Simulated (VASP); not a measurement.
# NaH: elastic constants with PBEsol

The system is NaH.

```
CELL_PARAMETERS angstrom
0.00000 2.39569 2.39569
2.39569 0.00000 2.39569
2.39569 2.39569 0.00000
ATOMIC_POSITIONS crystal
Na 0.00000 0.00000 0.00000
H 0.50000 0.50000 0.50000
```

* Program: VASP 6.6.1
* Task: elastic constants
* Functional: PBEsol
* Potentials or basis: VASP PAW PBE potentials, release 64 (Na_pv, H)
* Cutoff: 500 eV
* k mesh: 8 × 8 × 8
* Occupations: gaussian, width 0.01 eV
* Spin: no spin polarisation
* Dipole correction: no
* Ions in elastic constants: relaxed
* Further INCAR settings: ALGO = Normal; EDIFF = 1e-08; IBRION = 6; POTIM = 0.015; NSW = 1; ISIF = 3

```
Elastic constants C11, C12, C44 : 49, 13, 23 GPa
Voigt bulk modulus              : 25 GPa
Highest phonon frequency at Γ   : 525 cm⁻¹
```

Phonon frequencies in cm⁻¹ (negative: imaginary):
```csv
q point,frequencies
"(0.000, 0.000, 0.000)",-1 -1 -1 525 525 525
```

Elastic tensor in Voigt notation (GPa, in the Cartesian axes of the cell as first typed):
```
49 13 13  0  0  0
13 49 13  0  0  0
13 13 49  0  0  0
 0  0  0 23  0  0
 0  0  0  0 23  0
 0  0  0  0  0 23
```

Clamped-ion elastic tensor (GPa):
```
49 13 13  0  0  0
13 49 13  0  0  0
13 13 49  0  0  0
 0  0  0 23  0  0
 0  0  0  0 23  0
 0  0  0  0  0 23
```

Run time: 2.9 min on 1 thread of Intel Xeon 8259CL, with other jobs on the host, peak memory 0.21 GiB.

Caveat: the PAW data sets were made with another functional, which shifts forces and pressure a little.
